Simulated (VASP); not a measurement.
# Sn3Te (Pm-3m) in VASP: a series of runs, part 2 of 2

VASP 6.6.1. Earlier steps stand in the parts before.

## (4) Single point, PBEsol (strained)

INCAR reads:

```
PREC = Accurate
ENCUT = 520
EDIFF = 1E-7
ISMEAR = 0
SIGMA = 0.1
LREAL = False
LASPH = True
NELM = 100
ALGO = Fast
ISIF = 2
LWAVE = False
LCHARG = False
GGA = PS
NBANDS = 32
```

KPOINTS reads:

```
Automatic mesh
0
Gamma
  10 10 10
```

POSCAR reads:

```
Sn3Te
1.0
    5.0847696149      0.0000000000      0.0000000000
    0.0000000000      5.0847696149      0.0000000000
    0.0000000000      0.0000000000      5.0847696149
Sn Te
3 1
Direct
    0.5000000000      0.5000000000      0.0000000000
    0.5000000000      0.0000000000      0.5000000000
    0.0000000000      0.5000000000      0.5000000000
    0.0000000000      0.0000000000      0.0000000000
```

Potentials or basis: VASP PAW PBE potentials, release 64 (Sn_d, Te).

Run with:

```
$ cat potpaw_PBE.64/Sn_d/POTCAR potpaw_PBE.64/Te/POTCAR > POTCAR
$ mpirun -np 1 vasp_std > vasp.out
```

OUTCAR:

```text
PREC = Accurate
   ENCUT = 520
   EDIFF = 1E-7
   ISMEAR = 0
   LREAL = False
   LASPH = True
   NELM = 100
   ISIF = 2
   GGA = PS

 ion  position               nearest neighbor table
   1  0.500  0.500  0.000-   2 3.60   3 3.60   4 3.60   2 3.60   3 3.60   2 3.60   4 3.60   2 3.60
                             3 3.60   4 3.60   3 3.60   4 3.60
   2  0.500  0.000  0.500-   1 3.60   3 3.60   4 3.60   1 3.60   4 3.60   1 3.60   3 3.60   1 3.60
                             3 3.60   4 3.60   4 3.60   3 3.60
   3  0.000  0.500  0.500-   1 3.60   2 3.60   4 3.60   1 3.60   4 3.60   2 3.60   4 3.60   4 3.60
                             1 3.60   2 3.60   1 3.60   2 3.60
   4  0.000  0.000  0.000-   1 3.60   2 3.60   3 3.60   2 3.60   3 3.60   1 3.60   3 3.60   3 3.60
                             1 3.60   2 3.60   2 3.60   1 3.60

  LATTYP: Found a simple cubic cell.
 ALAT       =     5.0847696149

  Lattice vectors:

 A1 = (   5.0847696149,   0.0000000000,   0.0000000000)
 A2 = (   0.0000000000,   5.0847696149,   0.0000000000)
 A3 = (   0.0000000000,   0.0000000000,   5.0847696149)

Analysis of symmetry for initial positions (statically):
=====================================================================
 Subroutine PRICEL returns:
 Original cell was already a primitive cell.

 Routine SETGRP: Setting up the symmetry group for a
 simple cubic supercell.

 Subroutine GETGRP returns: Found 48 space group operations
 (whereof 48 operations were pure point group operations)
 out of a pool of 48 trial point group operations.

The static configuration has the point symmetry O_h .

Analysis of symmetry for dynamics (positions and initial velocities):
=====================================================================
 Subroutine PRICEL returns:
 Original cell was already a primitive cell.

 Routine SETGRP: Setting up the symmetry group for a
 simple cubic supercell.

 Subroutine GETGRP returns: Found 48 space group operations
 (whereof 48 operations were pure point group operations)
 out of a pool of 48 trial point group operations.

The dynamic configuration has the point symmetry O_h .

 Subroutine INISYM returns: Found 48 space group operations
 (whereof 48 operations are pure point group operations),
 and found     1 'primitive' translations

----------------------------------------------------------------------------------------

                                     Primitive cell

  volume of cell :     131.4661

  direct lattice vectors                    reciprocal lattice vectors
     5.084769615  0.000000000  0.000000000     0.196665744  0.000000000  0.000000000
     0.000000000  5.084769615  0.000000000     0.000000000  0.196665744  0.000000000
     0.000000000  0.000000000  5.084769615     0.000000000  0.000000000  0.196665744

  length of vectors
     5.084769615  5.084769615  5.084769615     0.196665744  0.196665744  0.196665744

  position of ions in fractional coordinates (direct lattice)
     0.500000000  0.500000000  0.000000000
     0.500000000  0.000000000  0.500000000
     0.000000000  0.500000000  0.500000000
     0.000000000  0.000000000  0.000000000

  ion indices of the primitive-cell ions
   primitive index   ion index
                 1           1
                 2           2
                 3           3
[... 29 lines left out ...]
            Coordinates               Weight
  0.000000  0.000000  0.000000      1.000000
  0.100000  0.000000  0.000000      6.000000
  0.200000  0.000000  0.000000      6.000000
  0.300000  0.000000  0.000000      6.000000
  0.400000  0.000000  0.000000      6.000000
  0.500000  0.000000  0.000000      3.000000
[... 16 lines left out ...]
  0.200000  0.100000  0.100000     24.000000
  0.300000  0.100000  0.100000     24.000000
 [... further k-points ...]
   k-points           NKPTS =     56   k-points in BZ     NKDIM =     56   number of bands    NBANDS=     32
   number of dos      NEDOS =    301   number of ions     NIONS =      4
   total plane-waves  NPLWV =  64000
   dimension x,y,z NGX =    40 NGY =   40 NGZ =   40
   dimension x,y,z NGXF=    80 NGYF=   80 NGZF=   80
   ions per type =               3   1
   NGX,Y,Z   is equivalent  to a cutoff of  13.08, 13.08, 13.08 a.u.
   NGXF,Y,Z  is equivalent  to a cutoff of  26.16, 26.16, 26.16 a.u.
 SYSTEM =  unknown system
   PREC   = accura    normal or accurate (medium, high low for compatibility)
   ISTART =      0    job   : 0-new  1-cont  2-samecut
   ICHARG =      2    charge: 1-file 2-atom 10-const
   ISPIN  =      1    spin polarized calculation?
   LNONCOLLINEAR =      F non collinear calculations
   LSORBIT =      F    spin-orbit coupling
   LASPH  =      T    aspherical Exc in radial PAW
   ENCUT  =  520.0 eV  38.22 Ry    6.18 a.u.   9.45  9.45  9.45*2*pi/ulx,y,z
   NELM   =    100;   NELMIN=  2; NELMDL= -5     # of ELM steps
   EDIFF  = 0.1E-06   stopping-criterion for ELM
   LREAL  =      F    real-space projection
   EDIFFG = 0.1E-05   stopping-criterion for IOM
   NSW    =      0    number of steps for IOM
   IBRION =     -1    ionic relax: 0-MD 1-quasi-New 2-CG
   NFREE  =      0    steps in history (QN), initial steepest desc. (CG)
   ISIF   =      2    stress and relaxation
   ISYM   =      2    0-nonsym 1-usesym 2-fastsym
   POTIM  = 0.5000    time-step for ionic-motion
   TEBEG  =    0.0;   TEEND  =   0.0 temperature during run
   PSTRESS=    0.0 pullay stress
   NELECT =      48.0000    total number of electrons
   NUPDOWN=      -1.0000    fix difference up-down
   EMIN   =  10.00;   EMAX   =-10.00  energy-range for DOS
   EFERMI =   0.00;   METHOD = LEGACY
   ISMEAR =     0;   SIGMA  =   0.10  broadening in eV -4-tet -1-fermi 0-gaus
   EFERMI_NEDOS =   21; number of points for ismear=-14 and -15
   IALGO  =     68    algorithm
   IMIX   =      4    mixing-type and parameters
     AMIX     =   0.40;   BMIX     =  1.00
     AMIX_MAG =   1.60;   BMIX_MAG =  1.00
  volume/ion in A,a.u.               =      32.87       221.79
  Fermi-wavevector in a.u.,A,eV,Ry     =   1.170085  2.211139 18.627712  1.369098
  Thomas-Fermi vector in A             =   2.306548
   LORBIT       =      0    0 simple, 1 ext, 2 COOP (PROOUT), +10 PAW based schemes
   GGA     = PS    functional components
   LHFCALC =     F    Hartree Fock is set to
   AEXX    =    0.0000 exact exchange contribution
   IVDW    =     0    specifies the selected vdW correction
   LEPSILON=     F    determine dielectric tensor
   LRPA    =     F    only Hartree local field effects (RPA)
 non-spin polarized calculation
 RMM-DIIS sequential band-by-band and
 Gauss-broadening in eV      SIGMA  =   0.10
  energy-cutoff  :      520.00
  volume of cell :      131.47
 maximum number of plane-waves:      3575
 NGX is ok and might be reduce to    40
   NGX = 19   NGY = 19   NGZ = 19

 number of electron      48.0000043 magnetization

 Free energy of the ion-electron system (eV)
  ---------------------------------------------------
  ext. energy  EPLUGINS =         0.00000000
  ---------------------------------------------------
  free energy    TOTEN  =       -15.58798981 eV

  energy without entropy =      -15.57663050  energy(sigma->0) =      -15.58231016

 E-fermi :   6.0922     XC(G=0):  -9.6116

 val. band max:        6.0572800716   @ k =   0.5000   0.5000   0.0000
 cond. band min:       6.1062134235   @ k =   0.4000   0.3000   0.0000
 fundamental gap:      0.0489333519
 Fermi energy:         6.0921772669

 k-point     1 :       0.0000    0.0000    0.0000
  band No.  band energies     occupation
      1     -15.5482      2.00000
      2     -15.5482      2.00000
      3     -15.5437      2.00000
      4     -15.5437      2.00000
      5     -15.5437      2.00000
      6     -15.5101      2.00000
[... 829 lines left out ...]
     31      10.4026      0.00000
     32      11.5434      0.00000

 [... further k-points ...]

------------------------ aborting loop because EDIFF is reached ----------------------------------------

  FORCE on cell =-STRESS in cart. coord.  units (eV):
  Direction    XX          YY          ZZ          XY          YZ          ZX
  --------------------------------------------------------------------------------------
  -------------------------------------------------------------------------------------
  Total       -5.1849238     -5.1849238     -5.1849238     -0.0000000     -0.0000000      0.0000000
  in kB      -63.1886565    -63.1886565    -63.1886565     -0.0000000     -0.0000000      0.0000000
  external PRESSURE =     -63.1886565 kB  Pullay stress =       0.0000000 kB

 VOLUME and BASIS-vectors are now :
 -----------------------------------------------------------------------------
  energy-cutoff  :      520.00
  volume of cell :      131.47
      direct lattice vectors                 reciprocal lattice vectors
     5.084769615  0.000000000  0.000000000     0.196665744  0.000000000  0.000000000
     0.000000000  5.084769615  0.000000000     0.000000000  0.196665744  0.000000000
     0.000000000  0.000000000  5.084769615     0.000000000  0.000000000  0.196665744

 POSITION                                       TOTAL-FORCE (eV/Angst)
 -----------------------------------------------------------------------------------
      2.54238      2.54238      0.00000         0.000000      0.000000      0.000000
      2.54238      0.00000      2.54238         0.000000      0.000000      0.000000
      0.00000      2.54238      2.54238         0.000000      0.000000      0.000000
      0.00000      0.00000      0.00000         0.000000      0.000000      0.000000
 -----------------------------------------------------------------------------------
    total drift:                               -0.000000     -0.000000     -0.000000

  FREE ENERGIE OF THE ION-ELECTRON SYSTEM (eV)
  ---------------------------------------------------
  free  energy   TOTEN  =       -15.5879898141 eV

  energy  without entropy=      -15.5766304973  energy(sigma->0) =      -15.58231016
```

stdout:

```text
POSCAR found type information on POSCAR SnTe
 POSCAR found :  2 types and       4 ions
 scaLAPACK will be used
 -----------------------------------------------------------------------------
|                                                                             |
|                                                                             |
|     You enforced a specific xc type in the INCAR file but a different       |
|     I HOPE YOU KNOW WHAT YOU ARE DOING!                                     |
|                                                                             |
 -----------------------------------------------------------------------------

 LDA part: xc-table for (Slater+PW92), standard interpolation
 POSCAR, INCAR and KPOINTS ok, starting setup
 FFT: planning ... GRIDC
 FFT: planning ... GRID_SOFT
 FFT: planning ... GRID
 WAVECAR not read
 entering main loop
WARNING in EDDRMM: call to ZHEGV failed, returncode =   8  4     32
WARNING in EDDRMM: call to ZHEGV failed, returncode =   8  4     31
 num prob WARNING in EDDRMM: call to ZHEGV failed, returncode =   8  4     29
 num prob  num prob  num prob  num prob RMM:  14    -0.155879898141E+02   -0.84524E-07   -0.71159E-07  3357   0.537E-03
```

It took 4.8 min on 1 thread of Intel Xeon Platinum 8259CL at 2.50GHz (Skylake/Cascade Lake), shared host; peak memory 0.36 GiB.

Results:

* Free energy: -15.5880 eV
* Pressure: -6.3 GPa
* Band gap on the k mesh: zero (bands 24 and 25 overlap by 2.78 eV)

Caveat: the cell differs from its parent crystal (strained); the cell stands under tension; the PAW data sets were made with another functional, which shifts forces and pressure a little; spin-orbit coupling is left out, which moves the levels of the heavy elements.

## (5) The runs side by side

| cell | further INCAR settings | gap on the mesh (eV) | pressure (GPa) |
| --- | --- | --- | --- |
| a = 4.860 Å, 4 atoms | ALGO = Fast; EDIFF = 1e-07; NBANDS = 32 | none | -2.3 |
| a = 4.872 Å, 4 atoms | ALGO = Fast; EDIFF = 1e-06; NBANDS = 32 | none | -2.6 |
| a = 5.085 Å, 4 atoms | ALGO = Fast; EDIFF = 1e-07; NBANDS = 32 | none | -6.3 |

Alike in all rows: task single point; level PBEsol; potentials or basis VASP PAW PBE potentials, release 64 (Sn_d, Te); no spin polarisation; k mesh 10 × 10 × 10; cutoff (eV) 520; smearing gaussian 0.1 eV.

Caveats: the PAW data sets were made with another functional, which shifts forces and pressure a little; spin-orbit coupling is left out, which moves the levels of the heavy elements; the cell stands under tension (at least some runs).

Total energies depend on the potentials used, so only differences within one code and one set of settings carry meaning.

The gap in the log of VASP goes by the Fermi energy; the results here count the filled bands.